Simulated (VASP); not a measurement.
Input of a VASP 6.6.1 run:

The input INCAR:

```
PREC = Accurate
ENCUT = 500
EDIFF = 1E-6
ISMEAR = 0
SIGMA = 0.1
LREAL = F
LASPH = T
NELM = 120
ALGO = Normal
ISIF = 2
LWAVE = F
LCHARG = F
GGA = PS
NBANDS = 13
GGA_COMPAT = F
```

Contents of KPOINTS:

```
Automatic mesh
0
Gamma
  8 8 8
```

File POSCAR:

```
W
1.0
    0.0000000000      2.0002216366      2.0002216366
    2.0002216366      0.0000000000      2.0002216366
    2.0002216366      2.0002216366      0.0000000000
W
1
Direct
    0.0000000000      0.0000000000      0.0000000000
```

Potentials or basis: VASP PAW PBE potentials, release 64 (W_sv).

The run is started by

```console
$ cat potpaw_PBE.64/W_sv/POTCAR > POTCAR
$ mpirun -np 1 vasp_std > vasp.out
```

Problem. What does it give for the band gap on the k mesh?

Solution. Zero (band 7 reaches 13.87 eV, above the bottom of band 8 at 10.06 eV).

Problem. What does it give for the pressure?

Solution. 0.7 GPa.

Caveat: the PAW data sets were made with another functional, which shifts forces and pressure a little; spin-orbit coupling is left out, which moves the levels of the heavy elements.
